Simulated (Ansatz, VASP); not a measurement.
**One calculation of Ti3Al, two programs**

File INCAR:

```
SYSTEM = Ti3Al
ALGO     = Fast           ! electronic algorithm
EDIFF    = 1E-6           ! SCF threshold, eV
ENCUT    = 520            ! plane-wave cutoff, eV
GGA      = PE             ! functional
ISIF     = 2              ! what is computed and relaxed
ISMEAR   = 0              ! smearing method
LASPH    = .True.         ! aspherical terms in the spheres
LCHARG   = .False.        ! write CHGCAR
LREAL    = .False.        ! projectors in reciprocal space
LWAVE    = .False.        ! write WAVECAR
NBANDS   = 28             ! bands
NELM     = 100            ! most SCF steps
PREC     = Accurate       ! precision mode
SIGMA    = 0.15           ! smearing width, eV
```

File KPOINTS:

```
k-points
0
Gamma
  18 18 6
  0 0 0
```

POSCAR

```
Ti3Al
1.0
    3.1938595138      0.0000000000      0.0000000000
   -1.5969297569      2.7659634751      0.0000000000
    0.0000000000      0.0000000000      8.3893107849
Ti Al
3 1
Direct
    0.6666666667      0.3333333333      0.0000000000
    0.3333333333      0.6666666667      0.7504575700
    0.3333333333      0.6666666667      0.2495424300
    0.6666666667      0.3333333333      0.5000000000
```

Input for Ansatz:

```yaml
crystal:
  lattice:
    - [3.1938595138, 0.0, 0.0]
    - [-1.5969297569, 2.7659634751, 0.0]
    - [0.0, 0.0, 8.3893107849]
  atoms:
    - { symbol: Ti, position: [0.6666666667, 0.3333333333, 0.0] }
    - { symbol: Ti, position: [0.3333333333, 0.6666666667, 0.75045757] }
    - { symbol: Ti, position: [0.3333333333, 0.6666666667, 0.24954243] }
    - { symbol: Al, position: [0.6666666667, 0.3333333333, 0.5] }
basis:
  ecutwfc: 520.0
kpoints:
  mp_grid: { grid: [18, 18, 6] }
hamiltonian:
  xc: pbe
  pseudopotentials: { kind: paw, azcp: { folder: soft_1 } }
scf:
  occupations: { method: gaussian, width: 0.15 }
output:
  forces: true
  stress: true
  eigenvalues: true
```

Alike in both runs: task single point; functional PBE; k mesh 18 × 18 × 6; occupations gaussian, width 0.15 eV; no spin polarisation.

|  | VASP | Ansatz |
| --- | --- | --- |
| version | VASP 6.6.1 | Ansatz 0.2.0 |
| potentials or method | VASP PAW PBE potentials, release 64 (Ti_sv, Al), cutoff 520 eV | scalar-relativistic, plane waves, PAW |
| valence electrons in the cell | 39 | 39 |

|  | VASP | Ansatz | Ansatz less VASP |
| --- | --- | --- | --- |
| gap on the k mesh at the Fermi level (eV) | none | none | - |
| pressure (GPa) | -5.1 | -5.0 | +0.07 |
| traceless stress, the component that is largest in VASP (GPa) | 11.82 | 11.84 | +0.018 |
| rms of the force components (eV/Å) | 0.007 | 0.003 | -0.0033 |

Atom by atom the forces differ by 0.003 eV/Å (rms over components). A gap of «none» marks a metal or a gap that the smearing closes.
